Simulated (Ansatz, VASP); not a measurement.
# B in VASP and in Ansatz

```
CELL_PARAMETERS angstrom
0.00000 1.28337 1.28337
1.28337 0.00000 1.28337
1.28337 1.28337 0.00000
ATOMIC_POSITIONS crystal
B 0.00000 0.00000 0.00000
```

Change from the starting cell: volume scaled by 0.718, to set the pressure.

Alike in both runs: task single point; functional PBE; k mesh 25 × 25 × 25; occupations fermi-dirac, width 0.08 eV; no spin polarisation.

```csv
,VASP,Ansatz
version,VASP 6.6.1,Ansatz 0.2.0
potentials or method,"VASP PAW PBE potentials, release 64 (B)","PAW with Ansatz's default frozen-core files, scalar-relativistic"
plane-wave cutoff (eV),500,420
valence electrons in the cell,3,3
```

|  | VASP | Ansatz | Ansatz less VASP |
| --- | --- | --- | --- |
| pressure (GPa) | 164.4 | 164.5 | +0.06 |

Both programs put the cell under a high pressure, so it lies far from rest at this level.

Noted on VASP's run: the cell as given lies far from equilibrium.
